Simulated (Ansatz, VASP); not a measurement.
## One calculation of Sn, two programs

The input INCAR:

```
SYSTEM = Sn
  ALGO = Normal
  EDIFF = 1E-6
  ENCUT = 520
  GGA = PS
  ISIF = 2
  ISMEAR = 0
  LASPH = .TRUE.
  LCHARG = .FALSE.
  LREAL = .FALSE.
  LWAVE = .FALSE.
  NBANDS = 13
  NELM = 100
  PREC = Accurate
  SIGMA = 0.1
```

KPOINTS

```
k-points
0
G
  15 15 15
  0 0 0
```

POSCAR

```
Sn
1.0
   -1.9590889276      1.7317307093      1.9590889276
    1.7317307093     -1.9590889276      1.9590889276
    2.1864471459      2.1864471459     -2.1864471459
Sn
1
Direct
    0.0000000000      0.0000000000      0.0000000000
```

Input for Ansatz:

```yaml
crystal:
  lattice:
    - [-1.9590889276, 1.7317307093, 1.9590889276]
    - [1.7317307093, -1.9590889276, 1.9590889276]
    - [2.1864471459, 2.1864471459, -2.1864471459]
  atoms:
    - { symbol: Sn, position: [0.0, 0.0, 0.0] }
basis:
  ecutwfc: 420
kpoints:
  mp_grid: { grid: [15, 15, 15] }
hamiltonian:
  xc: pbesol
scf:
  occupations: { method: gaussian, width: 0.1 }
output:
  forces: true
  stress: true
  eigenvalues: true
  populations: true
```

Alike in both runs: task single point; functional PBEsol; k mesh 15 × 15 × 15; occupations gaussian, width 0.1 eV; no spin polarisation.

```csv
,VASP,Ansatz
version,VASP 6.6.1,Ansatz 0.2.0
potentials or method,"VASP PAW PBE potentials, release 64 (Sn_d), cutoff 520 eV","scalar-relativistic, plane waves, PAW"
valence electrons in the cell,14,14
```

Ansatz gave:

```
gap on the k mesh at the Fermi level (eV)                     : none
pressure (GPa)                                                : -4.5
traceless stress, the component that is largest in VASP (GPa) : -0.43
```

Question: What did VASP give for the same quantities?

Answer: gap on the k mesh at the Fermi level (eV): none; pressure (GPa): -4.6; traceless stress, the component that is largest in VASP (GPa): -0.43.

VASP's potentials were made for PBE, not for PBEsol. A gap of «none» marks a metal or a gap that the smearing closes.
